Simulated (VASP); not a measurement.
Here is a VASP 6.6.1 calculation.

File INCAR:

```
SYSTEM = BeZn3Se4
PREC = Accurate ; ENCUT = 600
EDIFF = 1E-7 ; ISMEAR = 0
SIGMA = 0.02 ; LREAL = .FALSE.
LASPH = .TRUE. ; NELM = 80
ALGO = Normal ; ISIF = 3
LWAVE = .FALSE. ; LCHARG = .FALSE.
GGA = PE ; IBRION = 2
NSW = 100 ; EDIFFG = -0.01
```

The input KPOINTS:

```
Automatic mesh
0
G
  8 8 8
  0 0 0
```

The input POSCAR:

```
BeZn3Se4
1.0
   -2.7937823871      2.7937823871      5.5792229214
    2.7937823871     -2.7937823871      5.5792229214
    2.7937823871      2.7937823871     -5.5792229214
Be Zn Se
1 3 4
Direct
    0.0000000000      0.0000000000      0.0000000000
    0.7500000000      0.2500000000      0.5000000000
    0.5000000000      0.5000000000      0.0000000000
    0.2500000000      0.7500000000      0.5000000000
    0.8851763235      0.3512486186      0.0000000000
    0.6487513814      0.6487513814      0.5339277049
    0.3512486186      0.8851763235      0.0000000000
    0.1148236765      0.1148236765      0.4660722951
```

Potentials or basis: VASP PAW PBE potentials, release 64 (Be, Zn, Se).

Run with:

```sh
$ cat potpaw_PBE.64/Be/POTCAR potpaw_PBE.64/Zn/POTCAR potpaw_PBE.64/Se/POTCAR > POTCAR
$ mpirun -np 1 vasp_std > vasp.out
```

Question: What does it give for the band gap on the k mesh?

Answer: 1.73 eV.

Question: Predict the relaxed cell.

Answer: a = 6.848 Å, b = 6.848 Å, c = 6.848 Å, α = 131.73°, β = 131.73°, γ = 70.65°.

Question: Estimate the relaxed volume.

Answer: 21.90 Å³/atom.

Question: Estimate the space group after relaxing (to 0.1 Å).

Answer: I-42m (No. 121).

The path:
```csv
step,energy change (eV),largest force (eV/Å),pressure (GPa),volume (Å³)
1,0.0000,0.0423,0.34,174.19
2,-0.0012,0.0167,-0.08,175.35
3,-0.0012,0.0200,-0.02,175.20
4,-0.0012,0.0195,-0.03,175.22
5,-0.0013,0.0089,-0.02,175.18
```

A k mesh can miss the band edges.
